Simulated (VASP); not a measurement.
Set up this calculation in VASP 6.6.1, as the native input.

- Task: single point
- Functional: PBE
- Potentials or basis: VASP PAW PBE potentials, release 64 (Mg_sv, O)
- Cutoff: 840 eV
- k mesh: 7 × 7 × 7
- Occupations: fermi-dirac, width 0.1 eV
- Spin: no spin polarisation
- Dipole correction: no
- Further INCAR settings: ALGO = Normal; EDIFF = 1e-06; NBANDS = 15

The structure of MgO lies in POSCAR:

```
MgO
1.0
    0.0000000000      2.1980000000      2.1980000000
    2.1980000000      0.0000000000      2.1980000000
    2.1980000000      2.1980000000      0.0000000000
Mg O
1 1
Direct
    0.0000000000      0.0000000000      0.0000000000
    0.5000000000      0.5000000000      0.5000000000
```

The input as run:

INCAR

```
PREC = Accurate
ENCUT = 840
EDIFF = 1E-6
ISMEAR = -1
SIGMA = 0.1
LREAL = F
LASPH = T
NELM = 120
ALGO = Normal
ISIF = 2
LWAVE = F
LCHARG = F
GGA = PE
NBANDS = 15
GGA_COMPAT = F
```

KPOINTS

```
Automatic mesh
0
Gamma
  7 7 7
```

Potentials or basis: VASP PAW PBE potentials, release 64 (Mg_sv, O).

Run with:

```bash
$ cat potpaw_PBE.64/Mg_sv/POTCAR potpaw_PBE.64/O/POTCAR > POTCAR
$ mpirun -np 1 vasp_std > vasp.out
```

It gave:

```yaml
Pressure: -12.1 GPa
Band_gap_on_the_k_mesh: 3.59 eV
```

Caveat: the cell stands under tension.

Wall time 16 s on 1 thread of AMD EPYC 7R43 64-Core Processor (Zen 3), with other jobs on the host, peak memory 0.12 GiB.
